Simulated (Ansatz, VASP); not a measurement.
**Two plane-wave programs on SnPt3**

Contents of INCAR:

```
SYSTEM = SnPt3
PREC = Accurate
ENCUT = 400
EDIFF = 1E-8
ISMEAR = -1
SIGMA = 0.05
LREAL = .FALSE.
LASPH = .TRUE.
NELM = 120
ALGO = Normal
ISIF = 2
LWAVE = .FALSE.
LCHARG = .FALSE.
GGA = CA
LEFG = .TRUE.
NBANDS = 30
GGA_COMPAT = .FALSE.
```

KPOINTS

```
Automatic mesh
0
G
  8 8 8
  0 0 0
```

POSCAR

```
SnPt3
1.0
    4.0264908382      0.0000000000      0.0000000000
    0.0000000000      4.0264908382      0.0000000000
    0.0000000000      0.0000000000      4.0264908382
Sn Pt
1 3
Direct
    0.0000000000      0.0000000000      0.0000000000
    0.0000000000      0.5000000000      0.5000000000
    0.5000000000      0.0000000000      0.5000000000
    0.5000000000      0.5000000000      0.0000000000
```

Input for Ansatz:

```yaml
crystal:
  lattice:
    - [4.0264908382, 0.0, 0.0]
    - [0.0, 4.0264908382, 0.0]
    - [0.0, 0.0, 4.0264908382]
  atoms:
    - { symbol: Sn, position: [0.0, 0.0, 0.0] }
    - { symbol: Pt, position: [0.0, 0.5, 0.5] }
    - { symbol: Pt, position: [0.5, 0.0, 0.5] }
    - { symbol: Pt, position: [0.5, 0.5, 0.0] }
kpoints:
  mp_grid: { grid: [8, 8, 8] }
scf:
  occupations: { method: fermi_dirac, width: 0.05 }
hamiltonian:
  xc: lda
  pseudopotentials: { kind: paw }
output:
  forces: true
  stress: true
  eigenvalues: true
  efg: { contact_densities: true }
```

Change from the starting cell: volume scaled by 1.02, PAW files.

Alike in both runs: task electric field gradients; functional LDA; k mesh 8 × 8 × 8; occupations fermi-dirac, width 0.05 eV; no spin polarisation.

```csv
,VASP,Ansatz
version,VASP 6.6.1,Ansatz 0.2.0
potentials or method,"VASP PAW LDA potentials, release 64 (Sn_d, Pt)","PAW with Ansatz's default frozen-core files, scalar-relativistic"
plane-wave cutoff (eV),400,420
valence electrons in the cell,44,68
```

|  | VASP | Ansatz | Ansatz less VASP |
| --- | --- | --- | --- |
| pressure (GPa) | -7.2 | -7.8 | -0.65 |
| size of Vzz on the site where it differs most (V/Å²) | 141.0 | 151.8 | +10.77 |

LDA's correlation is that of Perdew and Zunger in VASP and of Perdew and Wang (1992) in Ansatz. VASP's potentials hold 44 valence electrons a cell and Ansatz's 68, so a difference there can come from the potentials and not from the codes.

Spin-orbit coupling is off throughout.
